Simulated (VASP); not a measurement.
Wanted: the native input for a VASP 6.6.1 run.

* Task: single point
* Functional: PBEsol
* Potentials or basis: VASP PAW PBE potentials, release 64 (Be)
* Cutoff: 600 eV
* k mesh: 15 × 15 × 15
* Occupations: fermi-dirac, width 0.05 eV
* Spin: no spin polarisation
* Dipole correction: no
* Further INCAR settings: ALGO = Normal; EDIFF = 1e-06; NBANDS = 9

The structure of Be lies in POSCAR:

```
Be
1.0
    0.0000000000      2.1108618996      2.1108618996
    2.1108618996      0.0000000000      2.1108618996
    2.1108618996      2.1108618996      0.0000000000
Be
2
Direct
   -0.1250000000     -0.1250000000     -0.1250000000
    0.1250000000      0.1250000000      0.1250000000
```

This cell differs from its parent crystal: volume scaled by 0.65, level accurate.

These files were run (other wordings do the same):

INCAR

```
SYSTEM = Be
  PREC = Accurate
  ENCUT = 600
  EDIFF = 1E-6
  ISMEAR = -1
  SIGMA = 0.05
  LREAL = .False.
  LASPH = .True.
  NELM = 120
  ALGO = Normal
  ISIF = 2
  LWAVE = .False.
  LCHARG = .False.
  GGA = PS
  NBANDS = 9
  GGA_COMPAT = .False.
```

KPOINTS

```
regular mesh
0
Gamma
  15 15 15
  0 0 0
```

Potentials or basis: VASP PAW PBE potentials, release 64 (Be).

The run is started by

```sh
$ cat potpaw_PBE.64/Be/POTCAR > POTCAR
$ mpirun -np 1 vasp_std > vasp.out
```

It gave:

```
Pressure               : 40.5 GPa
Band gap on the k mesh : zero (band 2 reaches 11.11 eV, above the bottom of band 3 at 2.71 eV)
```

Caveat: the PAW data sets were made with another functional, which shifts forces and pressure a little.

Wall time 8.2 s on 1 thread of Intel(R) Xeon(R) 6975P-C (Granite Rapids), on a shared host, peak memory 0.14 GiB.
